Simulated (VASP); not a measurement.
# HfN (P6_3/mmc) in VASP: notebook, part 2 of 2

VASP 6.6.1. The steps go on from the part before.

## 3. Single point, r2SCAN

This run uses another cell than the first one, of 10.35 Å³/atom, 1.044 times its volume.

Input file POSCAR:

```
HfN
1.0
    3.0195511988      0.0000000000      0.0000000000
   -1.5097755994      2.6150080462      0.0000000000
    0.0000000000      0.0000000000      5.2447504209
Hf N
2 2
Direct
    0.6666666667      0.3333333333      0.7500000000
    0.3333333333      0.6666666667      0.2500000000
    0.0000000000      0.0000000000      0.0000000000
    0.0000000000      0.0000000000      0.5000000000
```

Input file INCAR.step1:

```
PREC = Accurate
ENCUT = 520
ISMEAR = 1
SIGMA = 0.05
LREAL = F
LASPH = T
NELM = 80
NBANDS = 23
GGA = PE
ALGO = Normal
EDIFF = 1E-4
LWAVE = T
LCHARG = F
```

Input file INCAR.step2:

```
PREC = Accurate
ENCUT = 520
EDIFF = 1E-7
ISMEAR = 1
SIGMA = 0.05
LREAL = F
LASPH = T
NELM = 80
ALGO = Normal
ISIF = 2
LWAVE = F
LCHARG = F
METAGGA = R2SCAN
LMIXTAU = T
NBANDS = 23
ISTART = 1
```

Input file KPOINTS:

```
Automatic mesh
0
Gamma
  6 6 3
```

Potentials or basis: VASP PAW PBE potentials, release 64 (Hf_pv, N).

The run is started by

```bash
$ cat potpaw_PBE.64/Hf_pv/POTCAR potpaw_PBE.64/N/POTCAR > POTCAR
$ cp INCAR.step1 INCAR
$ mpirun -np 1 vasp_std > vasp.out
$ cp INCAR.step2 INCAR
$ mpirun -np 1 vasp_std > vasp.out
```

Run time: 62 s. Hardware: 1 thread of AMD EPYC 7R13, shared host; peak memory 0.17 GiB.

The run converged. Its results:

```yaml
Free_energy: -115.9158 eV
Pressure: 37.3 GPa
Band_gap_on_the_k_mesh: zero (band 15 reaches 10.37 eV, above the bottom of band 16 at 9.09 eV)
```

Stress tensor (GPa, compression positive):
```
37.01  0.00  0.00
 0.00 37.01  0.00
 0.00  0.00 37.79
```

Levels at points of the mesh, in eV from the Fermi level:
```tsv
k point	band 12	band 13	band 14	band 15	band 16	band 17	band 18	band 19
(0.00, 0.00, 0.00)	-4.48	-4.48	-2.32	-0.92	0.62	0.62	1.69	2.00
(0.50, 0.00, 0.00)	-6.61	-3.90	-3.43	-3.08	2.59	3.12	5.09	5.17
```

Caveat: the k points lie up to 0.40 Å⁻¹ apart; the PAW data sets were made with another functional, which shifts forces and pressure a little; spin-orbit coupling is left out, which moves the levels of the heavy elements.

## 4. Single point, r2SCAN

This run uses another cell than the first one, of 10.89 Å³/atom, 1.098 times its volume.

Input file POSCAR:

```
HfN
1.0
    3.0712031945      0.0000000000      0.0000000000
   -1.5356015973      2.6597399866      0.0000000000
    0.0000000000      0.0000000000      5.3336537793
Hf N
2 2
Direct
    0.6666666667      0.3333333333      0.7500000000
    0.3333333333      0.6666666667      0.2500000000
    0.0000000000      0.0000000000      0.0000000000
    0.0000000000      0.0000000000      0.5000000000
```

Input file INCAR.step1:

```
PREC = Accurate ; ENCUT = 520
ISMEAR = 1 ; SIGMA = 0.05
LREAL = F ; LASPH = T
NELM = 100 ; NBANDS = 23
GGA = PE ; ALGO = Normal
EDIFF = 1E-4 ; LWAVE = T
LCHARG = F
```

Input file INCAR.step2:

```
PREC = Accurate ; ENCUT = 520
EDIFF = 1E-6 ; ISMEAR = 1
SIGMA = 0.05 ; LREAL = F
LASPH = T ; NELM = 100
ALGO = Normal ; ISIF = 2
LWAVE = F ; LCHARG = F
METAGGA = R2SCAN ; LMIXTAU = T
NBANDS = 23 ; ISTART = 1
```

KPOINTS is that of step 3.

The run is started by

```bash
$ cat potpaw_PBE.64/Hf_pv/POTCAR potpaw_PBE.64/N/POTCAR > POTCAR
$ cp INCAR.step1 INCAR
$ mpirun -np 1 vasp_std > vasp.out
$ cp INCAR.step2 INCAR
$ mpirun -np 1 vasp_std > vasp.out
```

Run time: 58 s. Hardware: 1 thread of AMD EPYC 7R13, shared host; peak memory 0.17 GiB.

Results (log left out):

```
Free energy            : -116.2784 eV
Pressure               : 17.3 GPa
Band gap on the k mesh : zero (band 15 reaches 9.81 eV, above the bottom of band 16 at 8.60 eV)
```

Stress tensor (GPa, compression positive):
```
17.11  0.00  0.00
 0.00 17.11  0.00
 0.00  0.00 17.63
```

Levels at points of the mesh, in eV from the Fermi level:
```
           k point  band 12  band 13  band 14  band 15  band 16  band 17  band 18  band 19
(0.00, 0.00, 0.00)    -4.32    -4.32    -2.32    -0.85     0.61     0.61     1.33     1.91
(0.50, 0.00, 0.00)    -6.34    -3.88    -3.30    -3.06     2.37     2.90     4.78     4.85
```

Caveat: the k points lie up to 0.39 Å⁻¹ apart; the PAW data sets were made with another functional, which shifts forces and pressure a little; spin-orbit coupling is left out, which moves the levels of the heavy elements.

## 5. Single point, r2SCAN

This run uses another cell than the first one, of 11.60 Å³/atom, 1.170 times its volume.

Input file POSCAR:

```
HfN
1.0
    3.1365073716      0.0000000000      0.0000000000
   -1.5682536858      2.7162950629      0.0000000000
    0.0000000000      0.0000000000      5.4479869181
Hf N
2 2
Direct
    0.6666666667      0.3333333333      0.7500000000
    0.3333333333      0.6666666667      0.2500000000
    0.0000000000      0.0000000000      0.0000000000
    0.0000000000      0.0000000000      0.5000000000
```

INCAR.step1 is that of step 4.

INCAR.step2 is that of step 4.

KPOINTS is that of step 4.

Potentials or basis: VASP PAW PBE potentials, release 64 (Hf_pv, N).

The run is started by

```bash
$ cat potpaw_PBE.64/Hf_pv/POTCAR potpaw_PBE.64/N/POTCAR > POTCAR
$ cp INCAR.step1 INCAR
$ mpirun -np 1 vasp_std > vasp.out
$ cp INCAR.step2 INCAR
$ mpirun -np 1 vasp_std > vasp.out
```

OUTCAR:

```text
PREC = Accurate
   ENCUT = 520
   EDIFF = 1E-6
   ISMEAR = 1
   LREAL = F
   LASPH = T
   NELM = 100
   ISIF = 2
   METAGGA = R2SCAN
   ISTART = 1

 ion  position               nearest neighbor table
   1  0.667  0.333  0.750-   3 2.27   4 2.27   3 2.27   4 2.27   3 2.27   4 2.27   2 3.27   2 3.27
                             2 3.27   2 3.27   2 3.27   2 3.27
   2  0.333  0.667  0.250-   3 2.27   4 2.27   3 2.27   4 2.27   3 2.27   4 2.27   1 3.27   1 3.27
                             1 3.27   1 3.27   1 3.27   1 3.27
   3  0.000  0.000  0.000-   1 2.27   2 2.27   2 2.27   1 2.27   1 2.27   2 2.27
[... 557 lines left out ...]
  --------------------------------------------------------------------------------------
  -------------------------------------------------------------------------------------
  Total       -0.7695557     -0.7695557     -0.6810375      0.0000000     -0.0000000      0.0000000
  in kB      -26.5638673    -26.5638673    -23.5083588      0.0000000     -0.0000000      0.0000000
  external PRESSURE =     -25.5453644 kB  Pullay stress =       0.0000000 kB

 VOLUME and BASIS-vectors are now :
 -----------------------------------------------------------------------------
  energy-cutoff  :      520.00
  volume of cell :       46.42
      direct lattice vectors                 reciprocal lattice vectors
     3.136507372  0.000000000  0.000000000     0.318825968  0.184074259  0.000000000
    -1.568253686  2.716295063  0.000000000     0.000000000  0.368148517  0.000000000
     0.000000000  0.000000000  5.447986918     0.000000000  0.000000000  0.183554038

 POSITION                                       TOTAL-FORCE (eV/Angst)
 -----------------------------------------------------------------------------------
      1.56825      0.90543      4.08599        -0.000000      0.000000      0.000000
     -0.00000      1.81086      1.36200         0.000000     -0.000000      0.000000
      0.00000      0.00000      0.00000         0.000000      0.000000      0.000000
      0.00000      0.00000      2.72399        -0.000000      0.000000      0.000000
 -----------------------------------------------------------------------------------
    total drift:                               -0.000000      0.000000     -0.000000

  FREE ENERGIE OF THE ION-ELECTRON SYSTEM (eV)
  ---------------------------------------------------
  free  energy   TOTEN  =      -116.4028829870 eV

  energy  without entropy=     -116.4022335365  energy(sigma->0) =     -116.40266650
```

It took 66 s on 1 thread of AMD EPYC 7R13, shared host; peak memory 0.17 GiB.

What came out:

| Quantity | Value |
| --- | --- |
| Free energy | -116.4029 eV |
| Pressure | -2.6 GPa |
| Band gap on the k mesh | zero (band 15 reaches 9.14 eV, above the bottom of band 16 at 8.01 eV) |

Caveat: the k points lie up to 0.39 Å⁻¹ apart; the PAW data sets were made with another functional, which shifts forces and pressure a little; spin-orbit coupling is left out, which moves the levels of the heavy elements.

## 6. The runs side by side

| cell | gap on the mesh (eV) | pressure (GPa) |
| --- | --- | --- |
| a = 2.976, b = 2.976, c = 5.173 Å, angles 90.0, 90.0, 120.0°, 4 atoms | none | 57.3 |
| a = 3.020, b = 3.020, c = 5.245 Å, angles 90.0, 90.0, 120.0°, 4 atoms | none | 37.3 |
| a = 3.071, b = 3.071, c = 5.334 Å, angles 90.0, 90.0, 120.0°, 4 atoms | none | 17.3 |
| a = 3.137, b = 3.137, c = 5.448 Å, angles 90.0, 90.0, 120.0°, 4 atoms | none | -2.6 |

Alike in all rows: task single point; level r2SCAN; potentials or basis VASP PAW PBE potentials, release 64 (Hf_pv, N); no spin polarisation; k mesh 6 × 6 × 3; cutoff (eV) 520; smearing methfessel-paxton 0.05 eV.

Caveats: all runs use coarse meshes; the PAW data sets were made with another functional, which shifts forces and pressure a little; spin-orbit coupling is left out, which moves the levels of the heavy elements.

Total energies depend on the potentials used, so only differences within one code and one set of settings carry meaning.
